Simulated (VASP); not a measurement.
# Cd (Pm-3n) in VASP: single point with PBE

Aim: the single point of Cd with PBE.

Everything below comes from runs of VASP 6.6.1. Logs are shortened: lines on timing, memory, paths and dates and some standing lists are left out, and cuts for length are marked.

### Step 1. The cell of the first run

Symmetry: Pm-3n, No. 223, cubic system. The conventional cell has a = 5.595 Å, b = 5.595 Å, c = 5.595 Å, α = 90.00°, β = 90.00°, γ = 90.00°. Within 4.1 Å of Cd (site symmetry m-3) lie 12 Cd at 3.13 Å. Within 3.7 Å of Cd (site symmetry -4m2) lie 14 Cd at 2.80 to 3.43 Å.

### Step 2. Single point, PBE

File INCAR:

```
SYSTEM = Cd
PREC = Accurate ; ENCUT = 520
EDIFF = 1E-6 ; ISMEAR = 0
SIGMA = 0.1 ; LREAL = .FALSE.
LASPH = .TRUE. ; NELM = 100
ALGO = Normal ; ISIF = 2
LWAVE = .FALSE. ; LCHARG = .FALSE.
GGA = PE ; NBANDS = 58
```

File KPOINTS:

```
Automatic mesh
0
G
  4 4 4
  0 0 0
```

File POSCAR:

```
Cd
1.0
    5.5953303626      0.0000000000      0.0000000000
    0.0000000000      5.5953303626      0.0000000000
    0.0000000000      0.0000000000      5.5953303626
Cd
8
Direct
    0.5000000000      0.5000000000      0.5000000000
    0.0000000000      0.0000000000      0.0000000000
    0.2500000000      0.0000000000      0.5000000000
    0.5000000000      0.2500000000      0.0000000000
    0.5000000000      0.7500000000      0.0000000000
    0.7500000000      0.0000000000      0.5000000000
    0.0000000000      0.5000000000      0.7500000000
    0.0000000000      0.5000000000      0.2500000000
```

Potentials or basis: VASP PAW PBE potentials, release 64 (Cd).

Command:

```
$ cat potpaw_PBE.64/Cd/POTCAR > POTCAR
$ mpirun -np 1 vasp_std > vasp.out
```

OUTCAR:

```text
SYSTEM = Cd
   PREC = Accurate
   ENCUT = 520
   EDIFF = 1E-6
   ISMEAR = 0
   LREAL = .FALSE.
   LASPH = .TRUE.
   NELM = 100
   ISIF = 2
   GGA = PE

 ion  position               nearest neighbor table
   1  0.500  0.500  0.500-   3 3.13   4 3.13   5 3.13   6 3.13   7 3.13   8 3.13   4 3.13   5 3.13
                             3 3.13   6 3.13   7 3.13   8 3.13
   2  0.000  0.000  0.000-   3 3.13   4 3.13   5 3.13   6 3.13   7 3.13   8 3.13   3 3.13   6 3.13
                             7 3.13   8 3.13   4 3.13   5 3.13
   3  0.250  0.000  0.500-   6 2.80   6 2.80   1 3.13   2 3.13   1 3.13   2 3.13   8 3.43   5 3.43
                             4 3.43   5 3.43   4 3.43   7 3.43   8 3.43   7 3.43
   4  0.500  0.250  0.000-   5 2.80   5 2.80   1 3.13   1 3.13   2 3.13   2 3.13   8 3.43   3 3.43
                             3 3.43   6 3.43   6 3.43   7 3.43   7 3.43   8 3.43
   5  0.500  0.750  0.000-   4 2.80   4 2.80   1 3.13   1 3.13   2 3.13   2 3.13   8 3.43   3 3.43
                             3 3.43   6 3.43   6 3.43   7 3.43   7 3.43   8 3.43
   6  0.750  0.000  0.500-   3 2.80   3 2.80   1 3.13   2 3.13   1 3.13   2 3.13   8 3.43   4 3.43
                             4 3.43   5 3.43   5 3.43   7 3.43   8 3.43   7 3.43
   7  0.000  0.500  0.750-   8 2.80   8 2.80   1 3.13   2 3.13   2 3.13   1 3.13   3 3.43   4 3.43
                             5 3.43   3 3.43   6 3.43   6 3.43   4 3.43   5 3.43
   8  0.000  0.500  0.250-   7 2.80   7 2.80   1 3.13   2 3.13   2 3.13   1 3.13   3 3.43   4 3.43
                             5 3.43   3 3.43   6 3.43   6 3.43   4 3.43   5 3.43

  LATTYP: Found a simple cubic cell.
 ALAT       =     5.5953303626

  Lattice vectors:

 A1 = (   5.5953303626,   0.0000000000,   0.0000000000)
 A2 = (   0.0000000000,   5.5953303626,   0.0000000000)
 A3 = (   0.0000000000,   0.0000000000,   5.5953303626)

Analysis of symmetry for initial positions (statically):
=====================================================================
 Subroutine PRICEL returns:
 Original cell was already a primitive cell.

 Routine SETGRP: Setting up the symmetry group for a
 simple cubic supercell.

 Subroutine GETGRP returns: Found 48 space group operations
 (whereof 24 operations were pure point group operations)
 out of a pool of 48 trial point group operations.

The static configuration has the point symmetry T_h .
 The point group associated with its full space group is O_h .

Analysis of symmetry for dynamics (positions and initial velocities):
=====================================================================
 Subroutine PRICEL returns:
 Original cell was already a primitive cell.

 Routine SETGRP: Setting up the symmetry group for a
 simple cubic supercell.

 Subroutine GETGRP returns: Found 48 space group operations
 (whereof 24 operations were pure point group operations)
 out of a pool of 48 trial point group operations.

The dynamic configuration has the point symmetry T_h .
 The point group associated with its full space group is O_h .

 Subroutine INISYM returns: Found 48 space group operations
 (whereof 24 operations are pure point group operations),
 and found     1 'primitive' translations

----------------------------------------------------------------------------------------

                                     Primitive cell

  volume of cell :     175.1770

  direct lattice vectors                    reciprocal lattice vectors
     5.595330363  0.000000000  0.000000000     0.178720457  0.000000000  0.000000000
     0.000000000  5.595330363  0.000000000     0.000000000  0.178720457  0.000000000
     0.000000000  0.000000000  5.595330363     0.000000000  0.000000000  0.178720457

  length of vectors
     5.595330363  5.595330363  5.595330363     0.178720457  0.178720457  0.178720457

  position of ions in fractional coordinates (direct lattice)
     0.500000000  0.500000000  0.500000000
     0.000000000  0.000000000  0.000000000
     0.250000000  0.000000000  0.500000000
     0.500000000  0.250000000  0.000000000
     0.500000000  0.750000000  0.000000000
     0.750000000  0.000000000  0.500000000
     0.000000000  0.500000000  0.750000000
     0.000000000  0.500000000  0.250000000

  ion indices of the primitive-cell ions
   primitive index   ion index
                 1           1
                 2           2
                 3           3
                 4           4
                 5           5
                 6           6
                 7           7
                 8           8

----------------------------------------------------------------------------------------

 KPOINTS: Automatic mesh

Automatic generation of k-mesh.
 Grid dimensions read from file:
 generate k-points for:    4    4    4

 Generating k-lattice:

  Cartesian coordinates                     Fractional coordinates (reciprocal lattice)
     0.044680114  0.000000000  0.000000000     0.250000000  0.000000000  0.000000000
     0.000000000  0.044680114  0.000000000     0.000000000  0.250000000  0.000000000
     0.000000000  0.000000000  0.044680114     0.000000000  0.000000000  0.250000000

  Length of vectors
     0.044680114  0.044680114  0.044680114

  Shift w.r.t. Gamma in fractional coordinates (k-lattice)
     0.000000000  0.000000000  0.000000000

 Subroutine IBZKPT returns following result:
 ===========================================

 Found     10 irreducible k-points:

 Following reciprocal coordinates:
            Coordinates               Weight
  0.000000  0.000000  0.000000      1.000000
  0.250000  0.000000  0.000000      6.000000
  0.500000  0.000000  0.000000      3.000000
  0.250000  0.250000  0.000000     12.000000
  0.500000  0.250000  0.000000     12.000000
  0.500000  0.500000  0.000000      3.000000
  0.250000  0.250000  0.250000      8.000000
  0.500000  0.250000  0.250000     12.000000
  0.500000  0.500000  0.250000      6.000000
  0.500000  0.500000  0.500000      1.000000
   k-points           NKPTS =     10   k-points in BZ     NKDIM =     10   number of bands    NBANDS=     58
   number of dos      NEDOS =    301   number of ions     NIONS =      8
   total plane-waves  NPLWV =  74088
   dimension x,y,z NGX =    42 NGY =   42 NGZ =   42
   dimension x,y,z NGXF=    84 NGYF=   84 NGZF=   84
   ions per type =               8
   NGX,Y,Z   is equivalent  to a cutoff of  12.48, 12.48, 12.48 a.u.
   NGXF,Y,Z  is equivalent  to a cutoff of  24.96, 24.96, 24.96 a.u.
 SYSTEM =  Cd
   PREC   = accura    normal or accurate (medium, high low for compatibility)
   ISTART =      0    job   : 0-new  1-cont  2-samecut
   ICHARG =      2    charge: 1-file 2-atom 10-const
   ISPIN  =      1    spin polarized calculation?
   LNONCOLLINEAR =      F non collinear calculations
   LSORBIT =      F    spin-orbit coupling
   LASPH  =      T    aspherical Exc in radial PAW
   ENCUT  =  520.0 eV  38.22 Ry    6.18 a.u.  10.40 10.40 10.40*2*pi/ulx,y,z
   NELM   =    100;   NELMIN=  2; NELMDL= -5     # of ELM steps
   EDIFF  = 0.1E-05   stopping-criterion for ELM
   LREAL  =      F    real-space projection
   EDIFFG = 0.1E-04   stopping-criterion for IOM
   NSW    =      0    number of steps for IOM
   IBRION =     -1    ionic relax: 0-MD 1-quasi-New 2-CG
   NFREE  =      0    steps in history (QN), initial steepest desc. (CG)
   ISIF   =      2    stress and relaxation
   ISYM   =      2    0-nonsym 1-usesym 2-fastsym
   POTIM  = 0.5000    time-step for ionic-motion
   TEBEG  =    0.0;   TEEND  =   0.0 temperature during run
   PSTRESS=    0.0 pullay stress
   NELECT =      96.0000    total number of electrons
   NUPDOWN=      -1.0000    fix difference up-down
   EMIN   =  10.00;   EMAX   =-10.00  energy-range for DOS
   EFERMI =   0.00;   METHOD = LEGACY
   ISMEAR =     0;   SIGMA  =   0.10  broadening in eV -4-tet -1-fermi 0-gaus
   EFERMI_NEDOS =   21; number of points for ismear=-14 and -15
   IALGO  =     38    algorithm
   IMIX   =      4    mixing-type and parameters
     AMIX     =   0.40;   BMIX     =  1.00
     AMIX_MAG =   1.60;   BMIX_MAG =  1.00
  volume/ion in A,a.u.               =      21.90       147.77
  Fermi-wavevector in a.u.,A,eV,Ry     =   1.339696  2.531658 24.419528  1.794785
  Thomas-Fermi vector in A             =   2.468067
   LORBIT       =      0    0 simple, 1 ext, 2 COOP (PROOUT), +10 PAW based schemes
   GGA     = PE    functional components
   LHFCALC =     F    Hartree Fock is set to
   AEXX    =    0.0000 exact exchange contribution
   IVDW    =     0    specifies the selected vdW correction
   LEPSILON=     F    determine dielectric tensor
   LRPA    =     F    only Hartree local field effects (RPA)
 non-spin polarized calculation
 Gauss-broadening in eV      SIGMA  =   0.10
  energy-cutoff  :      520.00
  volume of cell :      175.18
 maximum number of plane-waves:      4737
 NGX is ok and might be reduce to    42
   NGX = 21   NGY = 21   NGZ = 21

 number of electron      96.0000002 magnetization

 Free energy of the ion-electron system (eV)
  ---------------------------------------------------
  ext. energy  EPLUGINS =         0.00000000
  ---------------------------------------------------
  free energy    TOTEN  =        -5.71503616 eV

  energy without entropy =       -5.70068298  energy(sigma->0) =       -5.70785957

 E-fermi :   3.1604     XC(G=0): -10.9584

 val. band max:        3.1576903788   @ k =   0.2500   0.2500   0.2500
 cond. band min:       3.2796314904   @ k =   0.2500   0.2500   0.0000
 fundamental gap:      0.1219411116
 Fermi energy:         3.1604111917

 k-point     1 :       0.0000    0.0000    0.0000
  band No.  band energies     occupation
      1      -7.1111      2.00000
      2      -7.1111      2.00000
      3      -7.0313      2.00000
      4      -6.7199      2.00000
      5      -6.7199      2.00000
      6      -6.7199      2.00000
[... 50 lines left out ...]
     57       6.1929      0.00000
     58       6.1929      0.00000

 k-point     2 :       0.2500    0.0000    0.0000
  band No.  band energies     occupation
      1      -7.1007      2.00000
      2      -7.0506      2.00000
      3      -6.8651      2.00000
      4      -6.8246      2.00000
      5      -6.6733      2.00000
      6      -6.6733      2.00000
[... 483 lines left out ...]
      2      -6.6214      2.00000
      3      -6.6214      2.00000
      4      -6.6214      2.00000
      5      -6.6214      2.00000
      6      -6.6214      2.00000
[... 50 lines left out ...]
     57       9.4187      0.00000
     58       9.4188      0.00000

------------------------ aborting loop because EDIFF is reached ----------------------------------------

  FORCE on cell =-STRESS in cart. coord.  units (eV):
  Direction    XX          YY          ZZ          XY          YZ          ZX
  --------------------------------------------------------------------------------------
  -------------------------------------------------------------------------------------
  Total        3.5960608      3.5960608      3.5960608      0.0000000      0.0000000     -0.0000000
  in kB       32.8897375     32.8897375     32.8897375      0.0000000      0.0000000     -0.0000000
  external PRESSURE =      32.8897375 kB  Pullay stress =       0.0000000 kB

 VOLUME and BASIS-vectors are now :
 -----------------------------------------------------------------------------
  energy-cutoff  :      520.00
  volume of cell :      175.18
      direct lattice vectors                 reciprocal lattice vectors
     5.595330363  0.000000000  0.000000000     0.178720457  0.000000000  0.000000000
     0.000000000  5.595330363  0.000000000     0.000000000  0.178720457  0.000000000
     0.000000000  0.000000000  5.595330363     0.000000000  0.000000000  0.178720457

 POSITION                                       TOTAL-FORCE (eV/Angst)
 -----------------------------------------------------------------------------------
      2.79767      2.79767      2.79767        -0.000000     -0.000000     -0.000000
      0.00000      0.00000      0.00000        -0.000000     -0.000000     -0.000000
      1.39883      0.00000      2.79767         0.000000      0.000000     -0.000000
      2.79767      1.39883      0.00000         0.000000     -0.000000     -0.000000
      2.79767      4.19650      0.00000        -0.000000      0.000000      0.000000
      4.19650      0.00000      2.79767        -0.000000     -0.000000      0.000000
      0.00000      2.79767      4.19650         0.000000     -0.000000      0.000000
      0.00000      2.79767      1.39883        -0.000000      0.000000     -0.000000
 -----------------------------------------------------------------------------------
    total drift:                                0.000000     -0.000000     -0.000000

  FREE ENERGIE OF THE ION-ELECTRON SYSTEM (eV)
  ---------------------------------------------------
  free  energy   TOTEN  =        -5.7150361603 eV

  energy  without entropy=       -5.7006829817  energy(sigma->0) =       -5.70785957
```

It took 76 s on 1 thread of Intel Xeon Platinum 8259CL at 2.50GHz (Skylake/Cascade Lake), shared host; peak memory 0.29 GiB.

Results:

```
Free energy            : -5.7150 eV
Pressure               : 3.3 GPa
Band gap on the k mesh : zero (band 48 reaches 4.36 eV, above the bottom of band 49 at 1.88 eV)
```

Levels at points of the mesh, in eV from the Fermi level:
| k point | band 46 | band 47 | band 48 | band 49 | band 50 | band 51 |
| --- | --- | --- | --- | --- | --- | --- |
| (0.00, 0.00, 0.00) | -3.18 | -3.18 | 1.20 | 1.20 | 1.84 | 1.99 |
| (0.50, 0.00, 0.00) | -1.92 | -1.83 | -1.83 | -1.28 | -1.28 | 2.72 |
| (0.50, 0.50, 0.00) | -1.26 | -0.61 | -0.61 | -0.35 | -0.35 | 0.34 |
| (0.50, 0.50, 0.50) | -4.76 | -4.63 | -4.63 | 5.48 | 5.48 | 5.48 |
